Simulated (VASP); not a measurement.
Wanted: the native input for a VASP 6.6.1 run.

* Task: relaxation of shape and atoms at fixed volume
* Functional: r2SCAN
* Dispersion: D3(BJ)
* Potentials or basis: VASP PAW PBE potentials, release 64 (C)
* Cutoff: 600 eV
* k mesh: 21 × 21 × 6
* Occupations: gaussian, width 0.1 eV
* Spin: no spin polarisation
* Dipole correction: no
* Further INCAR settings: ALGO = Normal; EDIFF = 1e-06; IBRION = 2; EDIFFG = -0.01; NSW = 50; ISIF = 4

Crystal: C.

```
CELL_PARAMETERS angstrom
2.41838 0.00000 0.00000
-1.20919 2.09438 0.00000
0.00000 0.00000 6.10572
ATOMIC_POSITIONS crystal
C 0.00000 0.00000 0.25000
C 0.00000 0.00000 0.75000
C 0.33333 0.66667 0.25000
C 0.66667 0.33333 0.75000
```

The input as run:

POSCAR

```
C
1.0
    2.4183817585      0.0000000000      0.0000000000
   -1.2091908792      2.0943800389      0.0000000000
    0.0000000000      0.0000000000      6.1057249738
C
4
Direct
    0.0000000000      0.0000000000      0.2500000000
    0.0000000000      0.0000000000      0.7500000000
    0.3333333333      0.6666666667      0.2500000000
    0.6666666667      0.3333333333      0.7500000000
```

INCAR.step1

```
SYSTEM = C
ALGO     = Normal         ! electronic algorithm
EDIFF    = 1E-4           ! SCF threshold, eV
ENCUT    = 600            ! plane-wave cutoff, eV
GGA      = PE             ! functional
ISMEAR   = 0              ! smearing method
LASPH    = .TRUE.         ! aspherical terms in the spheres
LCHARG   = .FALSE.        ! write CHGCAR
LREAL    = .FALSE.        ! projectors in reciprocal space
LWAVE    = .TRUE.         ! write WAVECAR
NELM     = 100            ! most SCF steps
PREC     = Accurate       ! precision mode
SIGMA    = 0.1            ! smearing width, eV
```

INCAR.step2

```
SYSTEM = C
ALGO     = Normal         ! electronic algorithm
EDIFF    = 1E-6           ! SCF threshold, eV
EDIFFG   = -0.01          ! ionic threshold
ENCUT    = 600            ! plane-wave cutoff, eV
IBRION   = 2              ! ionic algorithm
ISIF     = 4              ! what is computed and relaxed
ISMEAR   = 0              ! smearing method
ISTART   = 1            
IVDW     = 12             ! dispersion correction
LASPH    = .TRUE.         ! aspherical terms in the spheres
LCHARG   = .FALSE.        ! write CHGCAR
LMIXTAU  = .TRUE.       
LREAL    = .FALSE.        ! projectors in reciprocal space
LWAVE    = .FALSE.        ! write WAVECAR
METAGGA  = R2SCAN         ! meta-GGA
NELM     = 100            ! most SCF steps
NSW      = 50             ! ionic steps
PREC     = Accurate       ! precision mode
SIGMA    = 0.1            ! smearing width, eV
VDW_A1   = 0.49484001   
VDW_A2   = 5.73083694   
VDW_S6   = 1.0          
VDW_S8   = 0.78981345
```

KPOINTS

```
k-points
0
G
  21 21 6
  0 0 0
```

Potentials or basis: VASP PAW PBE potentials, release 64 (C).

Command:

```bash
$ cat potpaw_PBE.64/C/POTCAR > POTCAR
$ cp INCAR.step1 INCAR
$ mpirun -np 1 vasp_std > vasp.out
$ cp INCAR.step2 INCAR
$ mpirun -np 1 vasp_std > vasp.out
```

Results of the run:

```
Energy gained by relaxing  : 8.3 meV/atom
Ionic steps                : 3
Pressure after relaxing    : 8.4 GPa
Band gap on the k mesh     : zero (bands 8 and 9 overlap by 0.09 eV)
Dispersion energy per atom : -0.085 eV
```

Caveat: the PAW data sets were made with another functional, which shifts forces and pressure a little.

Wall time 5.8 min on 1 thread of Intel(R) Xeon(R) 6975P-C (Granite Rapids), on a shared host, peak memory 0.21 GiB.
